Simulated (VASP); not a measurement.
# Si3N4 in VASP: a series of runs

The runs below take Si3N4 through single point, with PBE.

Program: VASP 6.6.1. These are calculated values, not measurements. Logs are shortened: lines on timing, memory, paths and dates and some standing lists are left out, and cuts for length are marked.

**1. The cell of the first run**

The cell holds an amorphous packing of atoms, 21 atoms: a = 6.463 Å, b = 6.267 Å, c = 5.985 Å, α = 85.43°, β = 84.83°, γ = 85.47°.

**2. Single point, PBE**

INCAR

```
PREC = Accurate ; ENCUT = 520
EDIFF = 1E-6 ; ISMEAR = -1
SIGMA = 0.1379 ; LREAL = Auto
LASPH = True ; NELM = 60
ALGO = Normal ; ISIF = 2
LWAVE = False ; LCHARG = True
GGA = PE ; LELF = True
LVHAR = True ; ISYM = 0
NBANDS = 64
```

KPOINTS

```
Automatic mesh
0
Gamma
  1 1 1
  0.25 0.25 0.25
```

POSCAR

```
Si3N4
1.0
    6.4521200000      0.2464290000      0.2758340000
    0.2464290000      6.2576870000      0.2386670000
    0.2758340000      0.2386670000      5.9735200000
Si N
9 12
Direct
    0.1476479685      0.6339448333      0.6658939718
    0.5227666781      0.8997229552      0.5032513489
    0.1661629902      0.2491434668      0.3907359938
    0.8345712818      0.5247757295      0.2893913833
    0.7282640681      0.2078104400      0.7163450553
    0.5890184562      0.5556375875      0.8248005074
    1.0093854690      0.1620662911      0.9108340297
    0.4549010098      0.0995839181      0.0980580026
    0.1825117658      0.7849843009      0.1467306046
    0.1340550238      0.3568655314      0.6904438322
    1.0011107964      0.2956183701      0.2162680053
    0.6955745499      0.9315619916      0.6671173418
    0.2441911524      0.0349135304     -0.0063927014
    0.4033203459      0.1318489559      0.3627048275
    0.0868130481      0.6695805195      0.3822289430
    0.7037529336      0.4412019162      0.5725859586
    0.5536394425      0.8040222081      0.1912617434
    0.6037524418      0.6038757713      0.1312176623
    0.5467463017      0.3057844788      0.9206228683
    0.3855631257      0.7286558877      0.6706733159
    0.0487409387      0.6769295135      0.9897422049
```

Potentials or basis: VASP PAW PBE potentials, release 64 (Si, N).

Command:

```console
> cat potpaw_PBE.64/Si/POTCAR potpaw_PBE.64/N/POTCAR > POTCAR
> mpirun -np 1 vasp_std > vasp.out
```

OUTCAR:

```text
PREC = Accurate
   ENCUT = 520
   EDIFF = 1E-6
   ISMEAR = -1
   LREAL = Auto
   LASPH = True
   NELM = 60
   ISIF = 2
   GGA = PE
   ISYM = 0

 ion  position               nearest neighbor table
   1  0.148  0.634  0.666-  20 1.69  10 1.74  15 1.77  21 2.02   3 3.02   6 3.08   2 3.09   9 3.13

   2  0.523  0.900  0.503-  12 1.59  20 1.66  14 1.78  17 1.99   8 2.69   6 2.81   5 2.87   1 3.09
                             3 3.13
   3  0.166  0.249  0.391-  11 1.55  14 1.65  10 1.95   8 2.61   4 2.73   1 3.02   2 3.13
   4  0.835  0.525  0.289-  11 1.78  18 1.85  16 1.88  15 2.07  21 2.35   3 2.73   9 2.91
   5  0.728  0.208  0.716-  16 1.64  19 1.73  12 1.81   7 2.23   6 2.41   8 2.83   2 2.87
   6  0.589  0.556  0.825-  19 1.66  16 1.80  18 1.89  20 1.89   5 2.41   2 2.81   1 3.08
   7  0.009  0.162  0.911-  13 1.75  10 1.89  11 2.06   5 2.23   9 2.86
   8  0.455  0.100  0.098-  14 1.61  13 1.64  19 1.71  17 1.97   3 2.61   2 2.69   9 2.73   5 2.83

   9  0.183  0.785  0.147-  21 1.56  15 1.63  13 1.80  17 2.45   8 2.73   7 2.86   4 2.91   1 3.13

  10  0.134  0.357  0.690-   1 1.74   7 1.89   3 1.95
  11  0.001  0.296  0.216-   3 1.55   4 1.78   7 2.06
  12  0.696  0.932  0.667-   2 1.59   5 1.81
  13  0.244  0.035  0.994-   8 1.64   7 1.75   9 1.80
  14  0.403  0.132  0.363-   8 1.61   3 1.65   2 1.78
  15  0.087  0.670  0.382-   9 1.63   1 1.77   4 2.07
  16  0.704  0.441  0.573-   5 1.64   6 1.80   4 1.88
  17  0.554  0.804  0.191-  18 1.34   8 1.97   2 1.99   9 2.45
  18  0.604  0.604  0.131-  17 1.34   4 1.85   6 1.89
  19  0.547  0.306  0.921-   6 1.66   8 1.71   5 1.73
  20  0.386  0.729  0.671-   2 1.66   1 1.69   6 1.89
  21  0.049  0.677  0.990-   9 1.56   1 2.02   4 2.35

IMPORTANT INFORMATION: All symmetrisations will be switched off!
NOSYMM: (Re-)initialisation of all symmetry stuff for point group C_1.

----------------------------------------------------------------------------------------

                                     Primitive cell

  volume of cell :     240.0090

  direct lattice vectors                    reciprocal lattice vectors
     6.452120000  0.246429000  0.275834000     0.155508572 -0.005859014 -0.006946691
     0.246429000  6.257687000  0.238667000    -0.005859014  0.160268089 -0.006132831
     0.275834000  0.238667000  5.973520000    -0.006946691 -0.006132831  0.167971286

  length of vectors
     6.462713373  6.267083515  5.984645981     0.155773876  0.160492367  0.168226696

  position of ions in fractional coordinates (direct lattice)
     0.147647969  0.633944833  0.665893972
     0.522766678  0.899722955  0.503251349
     0.166162990  0.249143467  0.390735994
     0.834571282  0.524775729  0.289391383
     0.728264068  0.207810440  0.716345055
     0.589018456  0.555637588  0.824800507
[... 97 lines left out ...]
   PSTRESS=    0.0 pullay stress
   NELECT =      96.0000    total number of electrons
   NUPDOWN=      -1.0000    fix difference up-down
   EMIN   =  10.00;   EMAX   =-10.00  energy-range for DOS
   EFERMI =   0.00;   METHOD = LEGACY
   ISMEAR =    -1;   SIGMA  =   0.14  broadening in eV -4-tet -1-fermi 0-gaus
   EFERMI_NEDOS =   21; number of points for ismear=-14 and -15
   IALGO  =     38    algorithm
   IMIX   =      4    mixing-type and parameters
     AMIX     =   0.40;   BMIX     =  1.00
     AMIX_MAG =   1.60;   BMIX_MAG =  1.00
  volume/ion in A,a.u.               =      11.43        77.13
  Fermi-wavevector in a.u.,A,eV,Ry     =   1.206209  2.279405 19.795678  1.454941
  Thomas-Fermi vector in A             =   2.341883
   LORBIT       =      0    0 simple, 1 ext, 2 COOP (PROOUT), +10 PAW based schemes
   GGA     = PE    functional components
   LHFCALC =     F    Hartree Fock is set to
   AEXX    =    0.0000 exact exchange contribution
   IVDW    =     0    specifies the selected vdW correction
   LEPSILON=     F    determine dielectric tensor
   LRPA    =     F    only Hartree local field effects (RPA)
 non-spin polarized calculation
  energy-cutoff  :      520.00
  volume of cell :      240.01
 maximum number of plane-waves:      6475
 NGX is ok and might be reduce to    48
   NGX = 25   NGY = 23   NGZ = 23

 number of electron      95.9999999 magnetization

 Free energy of the ion-electron system (eV)
  ---------------------------------------------------
  ext. energy  EPLUGINS =         0.00000000
  ---------------------------------------------------
  free energy    TOTEN  =      -150.71585680 eV

  energy without entropy =     -150.70844629  energy(sigma->0) =     -150.71215155

 E-fermi :   7.2099     XC(G=0): -10.4380

 val. band max:        6.3343864595   @ k =   0.2500   0.2500   0.2500
 cond. band min:       8.0844574442   @ k =   0.2500   0.2500   0.2500
 fundamental gap:      1.7500709847
 Fermi energy:         7.2099412803

 k-point     1 :       0.2500    0.2500    0.2500
  band No.  band energies     occupation
      1     -13.7022      2.00000
      2     -12.0489      2.00000
      3     -11.2832      2.00000
      4     -10.8087      2.00000
      5     -10.3327      2.00000
      6      -9.8085      2.00000
[... 52 lines left out ...]
     59      11.5299      0.00000
     60      11.5958      0.00000
 [bands above 60 left out]

------------------------ aborting loop because EDIFF is reached ----------------------------------------

  FORCE on cell =-STRESS in cart. coord.  units (eV):
  Direction    XX          YY          ZZ          XY          YZ          ZX
  --------------------------------------------------------------------------------------
  -------------------------------------------------------------------------------------
  Total       19.3419193     13.7448378     -0.5064930     -2.5956615      6.7736181      3.5422182
  in kB      129.1167614     91.7535079     -3.3810884    -17.3273084     45.2172105     23.6460371
  external PRESSURE =      72.4963936 kB  Pullay stress =       0.0000000 kB

 VOLUME and BASIS-vectors are now :
 -----------------------------------------------------------------------------
  energy-cutoff  :      520.00
  volume of cell :      240.01
      direct lattice vectors                 reciprocal lattice vectors
     6.452120000  0.246429000  0.275834000     0.155508572 -0.005859014 -0.006946691
     0.246429000  6.257687000  0.238667000    -0.005859014  0.160268089 -0.006132831
     0.275834000  0.238667000  5.973520000    -0.006946691 -0.006132831  0.167971286

 POSITION                                       TOTAL-FORCE (eV/Angst)
 -----------------------------------------------------------------------------------
      1.29254      4.16234      4.16976        -1.045076     -1.222992      2.667275
      3.73348      5.87912      3.36511        -1.733111     -0.628559     -3.579884
      1.24128      1.69327      2.43936         1.853393      1.932021      7.126534
      5.59390      3.55861      2.08413         1.505571      0.018184     -0.280830
      4.94765      1.65085      4.52958        -0.721458     -5.616849      0.271969
      4.16485      3.81901      5.22205        -1.522945      3.031331     -0.278262
[... 13 lines left out ...]
      2.85226      4.81478      4.28654        -0.137811     -1.838585      1.432269
      0.75430      4.48424      6.08725        -2.997489     -2.709005     -6.151517
 -----------------------------------------------------------------------------------
    total drift:                               -0.007840     -0.003630      0.006104

  FREE ENERGIE OF THE ION-ELECTRON SYSTEM (eV)
  ---------------------------------------------------
  free  energy   TOTEN  =      -150.7158568045 eV

  energy  without entropy=     -150.7084462925  energy(sigma->0) =     -150.71215155
```

It took 26 s on 1 thread of AMD EPYC 9R45 (Zen 5), shared host; peak memory 0.27 GiB.

Results:

| Item | Value |
| --- | --- |
| Free energy | -150.7159 eV |
| Pressure | 7.2 GPa |
| Largest force | 7.613 eV/Å |
| Band gap on the k mesh | 1.75 eV |

Forces in eV/Å, atoms in the order of the input:
```
Si  -1.045 -1.223  2.667
Si  -1.733 -0.629 -3.580
Si   1.853  1.932  7.127
Si   1.506  0.018 -0.281
Si  -0.721 -5.617  0.272
Si  -1.523  3.031 -0.278
Si   4.010  2.593  1.235
Si   2.598 -1.702 -4.259
Si   3.370  3.642 -1.047
N   -0.593 -2.104 -1.590
N   -4.674  0.036 -3.610
N    3.577  3.035  1.460
N   -2.510 -2.437  0.137
N   -0.166  0.495  3.412
N   -2.146 -0.109  3.686
N    1.685  2.838 -3.047
N   -2.722  5.419  3.137
N    2.581 -1.435 -1.920
N   -0.213 -3.236  1.196
N   -0.138 -1.839  1.432
N   -2.997 -2.709 -6.152
```

Stress tensor (GPa, compression positive):
```
12.91 -1.73  2.36
-1.73  9.18  4.52
 2.36  4.52 -0.34
```

Levels at points of the mesh, in eV from the valence-band top:
```
           k point  band 46  band 47  band 48  band 49  band 50  band 51
(0.25, 0.25, 0.25)    -0.81    -0.49     0.00     1.75     2.27     2.63
```

Caveat: the k points lie up to 1.06 Å⁻¹ apart.

**3. Single point, PBE**

INCAR

```
PREC     = Accurate       # precision mode
ENCUT    = 520            # plane-wave cutoff, eV
EDIFF    = 1E-6           # SCF threshold, eV
ISMEAR   = -1             # smearing method
SIGMA    = 0.1379         # smearing width, eV
LREAL    = Auto         
LASPH    = T              # aspherical terms in the spheres
NELM     = 60             # most SCF steps
ALGO     = Normal         # electronic algorithm
ISIF     = 2              # what is computed and relaxed
LWAVE    = F              # write WAVECAR
LCHARG   = F              # write CHGCAR
GGA      = PE             # functional
NBANDS   = 64             # bands
ISYM     = 0
```

KPOINTS is that of step 2.

POSCAR

```
Si3N4
1.0
    6.4521200000      0.2464290000      0.2758340000
    0.2464290000      6.2576870000      0.2386670000
    0.2758340000      0.2386670000      5.9735200000
Si N
9 12
Direct
    0.1725952549      0.6317107581      0.7147880729
    0.5364449110      0.9191805239      0.4721909689
    0.1547500922      0.3327752940      0.4236256315
    0.8337410871      0.5497503632      0.2560526442
    0.7579523082      0.1890664962      0.6618955071
    0.5959773691      0.5498866659      0.7943127967
    1.0023317390      0.1931718636      0.9248757982
    0.4402463782      0.1607293889      0.0863894788
    0.2288559868      0.7911201835      0.1508325840
    0.1793229103      0.3619058071      0.6986737587
    0.9430707698      0.2853620156      0.2335381017
    0.7691803599      0.9395897801      0.5613298073
    0.2281630349      0.0517271422      0.0192349428
    0.3820281166      0.1927006011      0.3793576287
    0.1479313255      0.6449256436      0.3824182462
    0.7507777509      0.4568220318      0.5407044131
    0.5112539173      0.8433154336      0.1681010899
    0.6416313443      0.6552050357      0.1059987142
    0.5566978082      0.2900642539      0.8670457371
    0.4169743563      0.7572102320      0.7074032063
    0.0579183227      0.6899016237      0.9729448309
```

Potentials or basis: VASP PAW PBE potentials, release 64 (Si, N).

Command:

```console
> cat potpaw_PBE.64/Si/POTCAR potpaw_PBE.64/N/POTCAR > POTCAR
> mpirun -np 1 vasp_std > vasp.out
```

OUTCAR:

```text
PREC = Accurate
   ENCUT = 520
   EDIFF = 1E-6
   ISMEAR = -1
   LREAL = Auto
   LASPH = T
   NELM = 60
   ISIF = 2
   GGA = PE
   ISYM = 0

 ion  position               nearest neighbor table
   1  0.173  0.632  0.715-  10 1.70  21 1.71  20 1.81  15 2.00   3 2.67   6 2.82   9 2.93
   2  0.536  0.919  0.472-  12 1.66  20 1.82  17 1.94  14 1.98   5 2.68   8 2.75   6 2.92   9 3.08

   3  0.155  0.333  0.424-  14 1.66  10 1.69  11 1.91  15 1.95   4 2.62   1 2.67   8 2.83   5 2.99

   4  0.834  0.550  0.256-  18 1.66  11 1.76  16 1.80  21 2.29  15 2.36   3 2.62   9 3.06
   5  0.758  0.189  0.662-  12 1.71  16 1.77  19 1.82   7 2.33   6 2.57   2 2.68   3 2.99   8 3.12

   6  0.596  0.550  0.794-  19 1.68  20 1.75  16 1.85  18 2.08   5 2.57   1 2.82   2 2.92   8 3.07

   7  0.002  0.193  0.925-  13 1.76  11 1.97  10 1.99   5 2.33   8 3.06   9 3.09
   8  0.440  0.161  0.086-  19 1.64  13 1.67  14 1.78  17 2.04   2 2.75   9 2.76   3 2.83   7 3.06
                             6 3.07   5 3.12
   9  0.229  0.791  0.151-  15 1.67  13 1.76  21 1.79  17 1.89   8 2.76   1 2.93   4 3.06   2 3.08
                             7 3.09
[... 179 lines left out ...]
 k-point     1 :       0.2500    0.2500    0.2500
  band No.  band energies     occupation
      1     -13.0985      2.00000
      2     -11.4837      2.00000
      3     -10.7030      2.00000
      4     -10.3366      2.00000
      5      -9.9473      2.00000
      6      -9.5040      2.00000
[... 52 lines left out ...]
     59      11.3987      0.00000
     60      11.5070      0.00000
 [bands above 60 left out]

------------------------ aborting loop because EDIFF is reached ----------------------------------------

  FORCE on cell =-STRESS in cart. coord.  units (eV):
  Direction    XX          YY          ZZ          XY          YZ          ZX
  --------------------------------------------------------------------------------------
  -------------------------------------------------------------------------------------
  Total       11.8878358     -2.3920995    -16.8808928     -6.5742652      1.2664277     -6.2397015
  in kB       79.3571124    -15.9684330   -112.6882074    -43.8864326      8.4540238    -41.6530564
  external PRESSURE =     -16.4331760 kB  Pullay stress =       0.0000000 kB

 VOLUME and BASIS-vectors are now :
 -----------------------------------------------------------------------------
  energy-cutoff  :      520.00
  volume of cell :      240.01
      direct lattice vectors                 reciprocal lattice vectors
     6.452120000  0.246429000  0.275834000     0.155508572 -0.005859014 -0.006946691
     0.246429000  6.257687000  0.238667000    -0.005859014  0.160268089 -0.006132831
     0.275834000  0.238667000  5.973520000    -0.006946691 -0.006132831  0.167971286

 POSITION                                       TOTAL-FORCE (eV/Angst)
 -----------------------------------------------------------------------------------
      1.46644      4.16618      4.46818         0.075517      0.688899     -0.969572
      3.81797      5.99684      3.18799        -2.151964      0.562550      0.128608
      1.19732      2.22164      2.65264        -0.921449      1.972318     -0.931362
      5.58550      3.70673      1.89072         2.928834     -1.276868      0.994484
      5.11956      1.52787      4.20804         0.063396     -0.795866      0.025444
      4.19992      3.77746      5.04047         1.302464      2.375093     -0.411069
[... 13 lines left out ...]
      3.07209      5.00997      4.52142        -0.421313     -1.006385     -1.615728
      0.81208      4.56367      5.99254         0.622075     -0.185378      0.774670
 -----------------------------------------------------------------------------------
    total drift:                               -0.002821      0.006972     -0.007648

  FREE ENERGIE OF THE ION-ELECTRON SYSTEM (eV)
  ---------------------------------------------------
  free  energy   TOTEN  =      -153.4377789706 eV

  energy  without entropy=     -153.4371305583  energy(sigma->0) =     -153.43745476
```

stdout:

```text
POSCAR found type information on POSCAR SiN
 POSCAR found :  2 types and      21 ions
 scaLAPACK will be used
 LDA part: xc-table for (Slater+PW92), standard interpolation
 POSCAR, INCAR and KPOINTS ok, starting setup
 FFT: planning ... GRIDC
 FFT: planning ... GRID_SOFT
 FFT: planning ... GRID
 WAVECAR not read
 entering main loop
```

Run time: 25 s. Hardware: 1 thread of AMD EPYC 9R45 (Zen 5), shared host; peak memory 0.27 GiB.

Results:

```
Free energy            : -153.4378 eV
Pressure               : -1.6 GPa
Largest force          : 4.454 eV/Å
Band gap on the k mesh : 2.62 eV
```

Forces in eV/Å, atoms in the order of the input:
```
Si   0.076  0.689 -0.970
Si  -2.152  0.563  0.129
Si  -0.921  1.972 -0.931
Si   2.929 -1.277  0.994
Si   0.063 -0.796  0.025
Si   1.302  2.375 -0.411
Si   3.852  1.072  1.363
Si  -0.957 -2.654  1.233
Si  -0.828  1.800 -3.393
N   -2.954 -1.046  2.570
N    0.856  0.937 -1.943
N    0.009  1.394  0.066
N   -2.258 -1.084 -0.080
N    3.049 -2.514 -2.055
N   -1.293 -1.525  2.340
N   -0.724  1.466  1.705
N    0.462 -0.449  2.129
N   -1.514  0.196 -2.530
N    0.803  0.072  0.600
N   -0.421 -1.006 -1.616
N    0.622 -0.185  0.775
```

Levels at points of the mesh, in eV from the valence-band top:
```
           k point  band 46  band 47  band 48  band 49  band 50  band 51
(0.25, 0.25, 0.25)    -0.33    -0.17     0.00     2.62     2.74     3.26
```

Caveat: the k points lie up to 1.06 Å⁻¹ apart.

[end of part 1 of 2]
